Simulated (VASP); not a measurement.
# TePtSe3 (P4/mmm) in VASP: a series of runs, part 2 of 2

VASP 6.6.1. The steps go on from the part before.

## (3) Single point, PBE

This run uses another cell than the first one, of 27.98 Å³/atom.

INCAR

```
SYSTEM = TePtSe3
PREC     = Accurate       ! precision mode
ENCUT    = 520            ! plane-wave cutoff, eV
EDIFF    = 1E-6           ! SCF threshold, eV
ISMEAR   = 0              ! smearing method
SIGMA    = 0.1            ! smearing width, eV
LREAL    = .False.        ! projectors in reciprocal space
LASPH    = .True.         ! aspherical terms in the spheres
NELM     = 100            ! most SCF steps
ALGO     = Normal         ! electronic algorithm
ISIF     = 2              ! what is computed and relaxed
LWAVE    = .False.        ! write WAVECAR
LCHARG   = .False.        ! write CHGCAR
GGA      = PE             ! functional
NBANDS   = 25             ! bands
```

KPOINTS

```
Automatic mesh
0
Gamma
  10 10 4
  0 0 0
```

POSCAR

```
TePtSe3
1.0
    3.8151178863      0.0000000000      0.0000000000
    0.0000000000      3.8151178863      0.0000000000
    0.0000000000      0.0000000000      9.6100763190
Te Pt Se
1 1 3
Direct
    0.0000000000      0.0000000000      0.5000000000
    0.0000000000      0.0000000000      0.0000000000
    0.5000000000      0.5000000000      0.5000000000
    0.5000000000      0.5000000000      0.8805030002
    0.5000000000      0.5000000000      0.1194969998
```

Potentials or basis: VASP PAW PBE potentials, release 64 (Te, Pt, Se).

On the command line:

```sh
> cat potpaw_PBE.64/Te/POTCAR potpaw_PBE.64/Pt/POTCAR potpaw_PBE.64/Se/POTCAR > POTCAR
> mpirun -np 1 vasp_std > vasp.out
```

OUTCAR:

```text
SYSTEM = TePtSe3
   PREC = Accurate
   ENCUT = 520
   EDIFF = 1E-6
   ISMEAR = 0
   LREAL = .False.
   LASPH = .True.
   NELM = 100
   ISIF = 2
   GGA = PE

 ion  position               nearest neighbor table
   1  0.000  0.000  0.500-   3 2.70   3 2.70   3 2.70   3 2.70
   2  0.000  0.000  0.000-   4 2.93   5 2.93   4 2.93   5 2.93   4 2.93   5 2.93   4 2.93   5 2.93

   3  0.500  0.500  0.500-   1 2.70   1 2.70   1 2.70   1 2.70
   4  0.500  0.500  0.881-   5 2.30   2 2.93   2 2.93   2 2.93   2 2.93
   5  0.500  0.500  0.119-   4 2.30   2 2.93   2 2.93   2 2.93   2 2.93

  LATTYP: Found a simple tetragonal cell.
 ALAT       =     3.8151178863
 C/A-ratio  =     2.5189460995

  Lattice vectors:

 A1 = (   3.8151178863,   0.0000000000,   0.0000000000)
 A2 = (   0.0000000000,   3.8151178863,   0.0000000000)
 A3 = (   0.0000000000,   0.0000000000,   9.6100763190)

Analysis of symmetry for initial positions (statically):
=====================================================================
 Subroutine PRICEL returns:
 Original cell was already a primitive cell.

 Routine SETGRP: Setting up the symmetry group for a
 simple tetragonal supercell.

 Subroutine GETGRP returns: Found 16 space group operations
 (whereof 16 operations were pure point group operations)
 out of a pool of 16 trial point group operations.

The static configuration has the point symmetry D_4h.

Analysis of symmetry for dynamics (positions and initial velocities):
=====================================================================
 Subroutine PRICEL returns:
 Original cell was already a primitive cell.

 Routine SETGRP: Setting up the symmetry group for a
 simple tetragonal supercell.

 Subroutine GETGRP returns: Found 16 space group operations
 (whereof 16 operations were pure point group operations)
 out of a pool of 16 trial point group operations.

The dynamic configuration has the point symmetry D_4h.

 Subroutine INISYM returns: Found 16 space group operations
[... 123 lines left out ...]
     AMIX_MAG =   1.60;   BMIX_MAG =  1.00
  volume/ion in A,a.u.               =      27.98       188.79
  Fermi-wavevector in a.u.,A,eV,Ry     =   1.021693  1.930719 14.202518  1.043856
  Thomas-Fermi vector in A             =   2.155331
   LORBIT       =      0    0 simple, 1 ext, 2 COOP (PROOUT), +10 PAW based schemes
   GGA     = PE    functional components
   LHFCALC =     F    Hartree Fock is set to
   AEXX    =    0.0000 exact exchange contribution
   IVDW    =     0    specifies the selected vdW correction
   LEPSILON=     F    determine dielectric tensor
   LRPA    =     F    only Hartree local field effects (RPA)
 non-spin polarized calculation
 Gauss-broadening in eV      SIGMA  =   0.10
  energy-cutoff  :      520.00
  volume of cell :      139.88
 maximum number of plane-waves:      3804
   NGX = 15   NGY = 15   NGZ = 35

 number of electron      34.0000002 magnetization

 Free energy of the ion-electron system (eV)
  ---------------------------------------------------
  ext. energy  EPLUGINS =         0.00000000
  ---------------------------------------------------
  free energy    TOTEN  =       -17.61498902 eV

  energy without entropy =      -17.59640718  energy(sigma->0) =      -17.60569810

 E-fermi :   4.1229     XC(G=0):  -9.0920

 val. band max:        4.1140885729   @ k =   0.4000   0.1000   0.0000
 cond. band min:       4.1233493582   @ k =   0.2000   0.2000   0.5000
 fundamental gap:      0.0092607853
 Fermi energy:         4.1228993942

 k-point     1 :       0.0000    0.0000    0.0000
  band No.  band energies     occupation
      1     -11.6192      2.00000
      2     -11.4019      2.00000
      3      -8.1054      2.00000
      4      -4.1537      2.00000
      5      -1.2468      2.00000
      6      -0.6457      2.00000
[... 661 lines left out ...]
     24       9.2929      0.00000
     25      10.4535      0.00000

 [... further k-points ...]

------------------------ aborting loop because EDIFF is reached ----------------------------------------

  FORCE on cell =-STRESS in cart. coord.  units (eV):
  Direction    XX          YY          ZZ          XY          YZ          ZX
  --------------------------------------------------------------------------------------
  -------------------------------------------------------------------------------------
  Total       -0.0133134     -0.0133134      0.0735532      0.0000000     -0.0000000      0.0000000
  in kB       -0.1524956     -0.1524956      0.8424986      0.0000000     -0.0000000      0.0000000
  external PRESSURE =       0.1791691 kB  Pullay stress =       0.0000000 kB

 VOLUME and BASIS-vectors are now :
 -----------------------------------------------------------------------------
  energy-cutoff  :      520.00
  volume of cell :      139.88
      direct lattice vectors                 reciprocal lattice vectors
     3.815117886  0.000000000  0.000000000     0.262115098  0.000000000  0.000000000
     0.000000000  3.815117886  0.000000000     0.000000000  0.262115098  0.000000000
     0.000000000  0.000000000  9.610076319     0.000000000  0.000000000  0.104057446

 POSITION                                       TOTAL-FORCE (eV/Angst)
 -----------------------------------------------------------------------------------
      0.00000      0.00000      4.80504         0.000000      0.000000      0.000000
      0.00000      0.00000      0.00000         0.000000      0.000000      0.000000
      1.90756      1.90756      4.80504         0.000000      0.000000      0.000000
      1.90756      1.90756      8.46170         0.000000      0.000000     -0.020669
      1.90756      1.90756      1.14838         0.000000     -0.000000      0.020669
 -----------------------------------------------------------------------------------
    total drift:                               -0.000000      0.000000     -0.000000

  FREE ENERGIE OF THE ION-ELECTRON SYSTEM (eV)
  ---------------------------------------------------
  free  energy   TOTEN  =       -17.6149890153 eV

  energy  without entropy=      -17.5964071771  energy(sigma->0) =      -17.60569810
```

Run time: 86 s. Hardware: 1 thread of Intel Xeon 6975P-C (Granite Rapids), shared host; peak memory 0.38 GiB.

What came out:

```yaml
Free_energy: -17.6150 eV
Pressure: 0.0 GPa
Largest_force: 0.021 eV/Å
Band_gap_on_the_k_mesh: zero (bands 17 and 18 overlap by 1.64 eV)
```

Forces in eV/Å, atoms in the order of the input:
```
Te   0.000  0.000  0.000
Pt   0.000  0.000  0.000
Se   0.000  0.000  0.000
Se   0.000  0.000 -0.021
Se   0.000  0.000  0.021
```

Stress tensor (GPa, compression positive):
```
-0.02  0.00  0.00
 0.00 -0.02  0.00
 0.00  0.00  0.08
```

Caveat: spin-orbit coupling is left out, which moves the levels of the heavy elements; this functional lacks dispersion, which binds layers or chains, so the pressure and a relaxed spacing across them are unreliable.

The gap in the log of VASP goes by the Fermi energy; the results here count the filled bands.